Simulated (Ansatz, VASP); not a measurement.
## Na: VASP beside Ansatz

The input INCAR:

```
PREC = Accurate
ENCUT = 520
EDIFF = 1E-7
ISMEAR = -1
SIGMA = 0.05
LREAL = False
LASPH = True
NELM = 100
ALGO = Normal
ISIF = 2
LWAVE = False
LCHARG = False
GGA = PS
NBANDS = 14
```

KPOINTS

```
Automatic mesh
0
Gamma
  7 7 4
```

The input POSCAR:

```
Na
1.0
    3.7670000000      0.0000000000      0.0000000000
   -1.8835000000      3.2623176961      0.0000000000
    0.0000000000      0.0000000000      6.1540000000
Na
2
Direct
    0.6666666667      0.3333333333      0.7500000000
    0.3333333333      0.6666666667      0.2500000000
```

input.yaml

```yaml
crystal:
  lattice:
    - [3.767, 0.0, 0.0]
    - [-1.8835, 3.2623176961, 0.0]
    - [0.0, 0.0, 6.154]
  atoms:
    - { symbol: Na, position: [0.6666666667, 0.3333333333, 0.75] }
    - { symbol: Na, position: [0.3333333333, 0.6666666667, 0.25] }
hamiltonian:
  xc: pbesol
  pseudopotentials: { kind: paw }
kpoints:
  mp_grid: { grid: [7, 7, 4] }
  band_path:
    path:
      - [[0.0, 0.0, 0.0], [0.5, 0.0, 0.0], [0.3333333333, 0.3333333333, 0.0], [0.0, 0.0, 0.0], [0.0, 0.0, 0.5], [0.5, 0.0, 0.5], [0.3333333333, 0.3333333333, 0.5], [0.0, 0.0, 0.5]]
      - [[0.5, 0.0, 0.5], [0.5, 0.0, 0.0]]
      - [[0.3333333333, 0.3333333333, 0.0], [0.3333333333, 0.3333333333, 0.5]]
    npoints: 14
scf:
  occupations: { method: fermi_dirac, width: 0.05 }
  n_extra_bands: 6
output:
  forces: true
  stress: true
  eigenvalues: true
  fatbands: false
```

Alike in both runs: functional PBEsol; k mesh 7 × 7 × 4; occupations fermi-dirac, width 0.05 eV; no spin polarisation.

```csv
,VASP,Ansatz
version,VASP 6.6.1,Ansatz 0.2.0
potentials or method,"VASP PAW PBE potentials, release 64 (Na_pv)",Ansatz PAW
plane-wave cutoff (eV),520,420
valence electrons in the cell,14,18
task,single point,band structure
```

|  | VASP | Ansatz | Ansatz less VASP |
| --- | --- | --- | --- |
| gap on the k mesh at the Fermi level (eV) | none | none | - |
| pressure (GPa) | -0.3 | -0.3 | 0.00 |
| traceless stress, the component that is largest in VASP (GPa) | 0.23 | 0.23 | -0.001 |

VASP's potentials were made for PBE, not for PBEsol. A gap of «none» marks a metal or a gap that the smearing closes. VASP's potentials hold 14 valence electrons a cell and Ansatz's 18, so a difference there can come from the potentials and not from the codes.
